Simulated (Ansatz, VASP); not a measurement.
## Two plane-wave programs on Ga2O3

```
Ga O
1.0
     6.12301   -1.52047    0.00104
     6.12301    1.52047    0.00104
    -1.38866    0.00000    5.64034
Ga O
4 6
Direct
  0.09054 0.09054 0.79484
  0.90946 0.90946 0.20516
  0.65873 0.65873 0.31442
  0.34127 0.34127 0.68558
  0.16420 0.16420 0.10923
  0.83580 0.83580 0.89077
  0.17333 0.17333 0.56352
  0.82667 0.82667 0.43648
  0.49624 0.49624 0.25618
  0.50376 0.50376 0.74382
```

Alike in both runs: functional r2SCAN; k mesh 4 × 4 × 4; no spin polarisation.

Ansatz relaxed the structure, and its values are those at the end. VASP's run is a single point on that final structure, the one shown.

```csv
,VASP,Ansatz
version,VASP 6.6.1,Ansatz 0.2.0
potentials or method,"VASP PAW PBE potentials, release 64 (Ga_d, O), cutoff 520 eV","scalar-relativistic, plane waves, PAW"
occupations,"gaussian, width 0.01 eV",fixed
valence electrons in the cell,88,88
```

VASP gave:

* gap on the k mesh at the Fermi level (eV): 3.02
* least direct gap on the mesh (eV): 3.04
* pressure (GPa): 1.9
* rms of the force components (eV/Å): 0.035

Task: What did Ansatz give for the same quantities?

Result: gap on the k mesh at the Fermi level (eV): 3.04; least direct gap on the mesh (eV): 3.05; pressure (GPa): 0.0; rms of the force components (eV/Å): 0.000.

VASP's potentials were made for PBE, not for r2SCAN.

The k mesh is coarse, so the values compare programs but aren't converged.
